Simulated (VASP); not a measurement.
# K (Im-3m) in VASP: a series of runs, part 3 of 3

VASP 6.6.1. The steps go on from the part before.

### 6 Single point, r2SCAN

This run uses another cell than the first one, of 76.76 Å³/atom, 1.061 times its volume.

File POSCAR:

```
K
1.0
   -2.6772355587      2.6772355587      2.6772355587
    2.6772355587     -2.6772355587      2.6772355587
    2.6772355587      2.6772355587     -2.6772355587
K
1
Direct
    0.0000000000      0.0000000000      0.0000000000
```

File INCAR.step1:

```
PREC = Accurate ; ENCUT = 520
ISMEAR = -1 ; SIGMA = 0.1
LREAL = F ; LASPH = T
NELM = 100 ; NBANDS = 10
GGA = PE ; ALGO = Normal
EDIFF = 1E-4 ; LWAVE = T
LCHARG = F
```

File INCAR.step2:

```
PREC = Accurate ; ENCUT = 520
EDIFF = 1E-7 ; ISMEAR = -1
SIGMA = 0.1 ; LREAL = F
LASPH = T ; NELM = 100
ALGO = Normal ; ISIF = 2
LWAVE = F ; LCHARG = F
METAGGA = R2SCAN ; LMIXTAU = T
NBANDS = 10 ; ISTART = 1
```

File KPOINTS:

```
regular mesh
0
Gamma
  9 9 9
```

Potentials or basis: VASP PAW PBE potentials, release 64 (K_sv).

Command:

```
> cat potpaw_PBE.64/K_sv/POTCAR > POTCAR
> cp INCAR.step1 INCAR
> mpirun -np 1 vasp_std > vasp.out
> cp INCAR.step2 INCAR
> mpirun -np 1 vasp_std > vasp.out
```

OUTCAR:

```text
PREC = Accurate
   ENCUT = 520
   EDIFF = 1E-7
   ISMEAR = -1
   LREAL = F
   LASPH = T
   NELM = 100
   ISIF = 2
   METAGGA = R2SCAN
   ISTART = 1

 ion  position               nearest neighbor table
   1  0.000  0.000  0.000-

  LATTYP: Found a body centered cubic cell.
 ALAT       =     5.3544711174

  Lattice vectors:

 A1 = (  -2.6772355587,   2.6772355587,   2.6772355587)
 A2 = (   2.6772355587,  -2.6772355587,   2.6772355587)
 A3 = (   2.6772355587,   2.6772355587,  -2.6772355587)

Analysis of symmetry for initial positions (statically):
=====================================================================
 Subroutine PRICEL returns:
 Original cell was already a primitive cell.

 Routine SETGRP: Setting up the symmetry group for a
 body centered cubic supercell.

 Subroutine GETGRP returns: Found 48 space group operations
 (whereof 48 operations were pure point group operations)
 out of a pool of 48 trial point group operations.

The static configuration has the point symmetry O_h .

Analysis of symmetry for dynamics (positions and initial velocities):
=====================================================================
 Subroutine PRICEL returns:
 Original cell was already a primitive cell.

 Routine SETGRP: Setting up the symmetry group for a
 body centered cubic supercell.

 Subroutine GETGRP returns: Found 48 space group operations
 (whereof 48 operations were pure point group operations)
 out of a pool of 48 trial point group operations.

The dynamic configuration has the point symmetry O_h .

 Subroutine INISYM returns: Found 48 space group operations
 (whereof 48 operations are pure point group operations),
 and found     1 'primitive' translations

----------------------------------------------------------------------------------------

                                     Primitive cell

  volume of cell :      76.7573

  direct lattice vectors                    reciprocal lattice vectors
    -2.677235559  2.677235559  2.677235559     0.000000000  0.186759808  0.186759808
     2.677235559 -2.677235559  2.677235559     0.186759808  0.000000000  0.186759808
     2.677235559  2.677235559 -2.677235559     0.186759808  0.186759808  0.000000000

  length of vectors
     4.637108011  4.637108011  4.637108011     0.264118254  0.264118254  0.264118254

  position of ions in fractional coordinates (direct lattice)
     0.000000000  0.000000000  0.000000000

  ion indices of the primitive-cell ions
   primitive index   ion index
                 1           1

----------------------------------------------------------------------------------------

 KPOINTS: regular mesh

Automatic generation of k-mesh.
 Grid dimensions read from file:
 generate k-points for:    9    9    9

 Generating k-lattice:

  Cartesian coordinates                     Fractional coordinates (reciprocal lattice)
     0.000000000  0.020751090  0.020751090     0.111111111  0.000000000  0.000000000
     0.020751090  0.000000000  0.020751090     0.000000000  0.111111111  0.000000000
     0.020751090  0.020751090  0.000000000     0.000000000  0.000000000  0.111111111

  Length of vectors
     0.029346473  0.029346473  0.029346473

  Shift w.r.t. Gamma in fractional coordinates (k-lattice)
     0.000000000  0.000000000  0.000000000

 Subroutine IBZKPT returns following result:
 ===========================================

 Found     35 irreducible k-points:

 Following reciprocal coordinates:
            Coordinates               Weight
  0.000000  0.000000  0.000000      1.000000
  0.111111  0.000000  0.000000     12.000000
  0.222222  0.000000  0.000000     12.000000
  0.333333  0.000000  0.000000     12.000000
  0.444444  0.000000  0.000000     12.000000
  0.111111  0.111111  0.000000     24.000000
[... 16 lines left out ...]
 -0.333333  0.444444  0.111111     48.000000
 -0.444444 -0.444444  0.111111     24.000000
 [... further k-points ...]
   k-points           NKPTS =     35   k-points in BZ     NKDIM =     35   number of bands    NBANDS=     10
   number of dos      NEDOS =    301   number of ions     NIONS =      1
   total plane-waves  NPLWV =  46656
   dimension x,y,z NGX =    36 NGY =   36 NGZ =   36
   dimension x,y,z NGXF=    72 NGYF=   72 NGZF=   72
   ions per type =               1
   NGX,Y,Z   is equivalent  to a cutoff of  12.91, 12.91, 12.91 a.u.
   NGXF,Y,Z  is equivalent  to a cutoff of  25.81, 25.81, 25.81 a.u.
 SYSTEM =  unknown system
   PREC   = accura    normal or accurate (medium, high low for compatibility)
   ISTART =      1    job   : 0-new  1-cont  2-samecut
   ICHARG =      0    charge: 1-file 2-atom 10-const
   ISPIN  =      1    spin polarized calculation?
   LNONCOLLINEAR =      F non collinear calculations
   LSORBIT =      F    spin-orbit coupling
   LASPH  =      T    aspherical Exc in radial PAW
   ENCUT  =  520.0 eV  38.22 Ry    6.18 a.u.   8.62  8.62  8.62*2*pi/ulx,y,z
   NELM   =    100;   NELMIN=  2; NELMDL=  0     # of ELM steps
   EDIFF  = 0.1E-06   stopping-criterion for ELM
   LREAL  =      F    real-space projection
   EDIFFG = 0.1E-05   stopping-criterion for IOM
   NSW    =      0    number of steps for IOM
   IBRION =     -1    ionic relax: 0-MD 1-quasi-New 2-CG
   NFREE  =      0    steps in history (QN), initial steepest desc. (CG)
   ISIF   =      2    stress and relaxation
   ISYM   =      2    0-nonsym 1-usesym 2-fastsym
   POTIM  = 0.5000    time-step for ionic-motion
   TEBEG  =    0.0;   TEEND  =   0.0 temperature during run
   PSTRESS=    0.0 pullay stress
   NELECT =       9.0000    total number of electrons
   NUPDOWN=      -1.0000    fix difference up-down
   EMIN   =  10.00;   EMAX   =-10.00  energy-range for DOS
   EFERMI =   0.00;   METHOD = LEGACY
   ISMEAR =    -1;   SIGMA  =   0.10  broadening in eV -4-tet -1-fermi 0-gaus
   EFERMI_NEDOS =   21; number of points for ismear=-14 and -15
   IALGO  =     38    algorithm
   IMIX   =      4    mixing-type and parameters
     AMIX     =   0.40;   BMIX     =  1.00
     AMIX_MAG =   1.60;   BMIX_MAG =  1.00
  volume/ion in A,a.u.               =      76.76       517.98
  Fermi-wavevector in a.u.,A,eV,Ry     =   0.801277  1.514193  8.735540  0.642044
  Thomas-Fermi vector in A             =   1.908733
   LORBIT       =      0    0 simple, 1 ext, 2 COOP (PROOUT), +10 PAW based schemes
   METAGGA = R2SCAN    functional components
   LHFCALC =     F    Hartree Fock is set to
   AEXX    =    0.0000 exact exchange contribution
   IVDW    =     0    specifies the selected vdW correction
   LEPSILON=     F    determine dielectric tensor
   LRPA    =     F    only Hartree local field effects (RPA)
 non-spin polarized calculation
  energy-cutoff  :      520.00
  volume of cell :       76.76
 maximum number of plane-waves:      2093
   NGX = 17   NGY = 17   NGZ = 17

 number of electron       9.0000000 magnetization

 Free energy of the ion-electron system (eV)
  ---------------------------------------------------
  ext. energy  EPLUGINS =         0.00000000
  ---------------------------------------------------
  free energy    TOTEN  =        -6.02579941 eV

  energy without entropy =       -6.00363420  energy(sigma->0) =       -6.01471680

 E-fermi :  -0.1499     XC(G=0):  -5.7995

 val. band max:       -0.2258417985   @ k =  -0.3333   0.4444   0.1111
 cond. band min:      -0.0949738415   @ k =   0.4444   0.0000   0.0000
 fundamental gap:      0.1308679570
 Fermi energy:        -0.1499286881

 k-point     1 :       0.0000    0.0000    0.0000
  band No.  band energies     occupation
      1     -33.8396      2.00000
      2     -16.5136      2.00000
      3     -16.5136      2.00000
      4     -16.5136      2.00000
      5      -2.3985      2.00000
      6       4.5540      0.00000
      7       4.5541      0.00000
      8       4.5541      0.00000
      9       5.4901      0.00000
     10       5.4901      0.00000

 k-point     2 :       0.1111    0.0000    0.0000
  band No.  band energies     occupation
      1     -33.8392      2.00000
      2     -16.5206      2.00000
      3     -16.5159      2.00000
      4     -16.5136      2.00000
      5      -2.2407      2.00000
      6       4.2554      0.00000
      7       4.3393      0.00000
      8       4.6762      0.00000
      9       5.2561      0.00000
     10       5.4397      0.00000
[... 274 lines left out ...]
 k-point    24 :      -0.4444   -0.4444    0.1111
  band No.  band energies     occupation
      1     -33.8355      2.00000
      2     -16.5672      2.00000
      3     -16.5422      2.00000
      4     -16.5230      2.00000
      5       0.6954      0.00043
      6       0.8226      0.00012
      7       2.8255      0.00000
      8       4.4074      0.00000
      9       5.5579      0.00000
     10       6.1208      0.00000

 [... further k-points ...]
[... 5 lines left out ...]
  --------------------------------------------------------------------------------------
  -------------------------------------------------------------------------------------
  Total       -0.0167284     -0.0167284     -0.0167284     -0.0000000      0.0000000     -0.0000000
  in kB       -0.3491772     -0.3491772     -0.3491772     -0.0000000      0.0000000     -0.0000000
  external PRESSURE =      -0.3491772 kB  Pullay stress =       0.0000000 kB

 VOLUME and BASIS-vectors are now :
 -----------------------------------------------------------------------------
  energy-cutoff  :      520.00
  volume of cell :       76.76
      direct lattice vectors                 reciprocal lattice vectors
    -2.677235559  2.677235559  2.677235559     0.000000000  0.186759808  0.186759808
     2.677235559 -2.677235559  2.677235559     0.186759808  0.000000000  0.186759808
     2.677235559  2.677235559 -2.677235559     0.186759808  0.186759808  0.000000000

 POSITION                                       TOTAL-FORCE (eV/Angst)
 -----------------------------------------------------------------------------------
      0.00000      0.00000      0.00000        -0.000000      0.000000     -0.000000
 -----------------------------------------------------------------------------------
    total drift:                               -0.000000      0.000000      0.000000

  FREE ENERGIE OF THE ION-ELECTRON SYSTEM (eV)
  ---------------------------------------------------
  free  energy   TOTEN  =        -6.0257994079 eV

  energy  without entropy=       -6.0036341995  energy(sigma->0) =       -6.01471680
```

It took 69 s on 1 thread of Intel Xeon Platinum 8488C (Sapphire Rapids), shared host; peak memory 0.21 GiB.

What came out:

* Free energy: -6.0258 eV
* Pressure: 0.0 GPa

Caveat: the PAW data sets were made with another functional, which shifts forces and pressure a little.

### 7 Summary

```csv
cell,gap on the mesh (eV),pressure (GPa)
"a = 4.546 Å, angles 109.5°, 1 atom",none,0.2
"a = 4.592 Å, angles 109.5°, 1 atom",none,0.1
"a = 4.637 Å, angles 109.5°, 1 atom",none,0.0
```

Alike in all rows: task single point; level r2SCAN; potentials or basis VASP PAW PBE potentials, release 64 (K_sv); no spin polarisation; k mesh 9 × 9 × 9; cutoff (eV) 520; smearing fermi-dirac 0.1 eV.

Caveats: the PAW data sets were made with another functional, which shifts forces and pressure a little.

Total energies depend on the potentials used, so only differences within one code and one set of settings carry meaning.
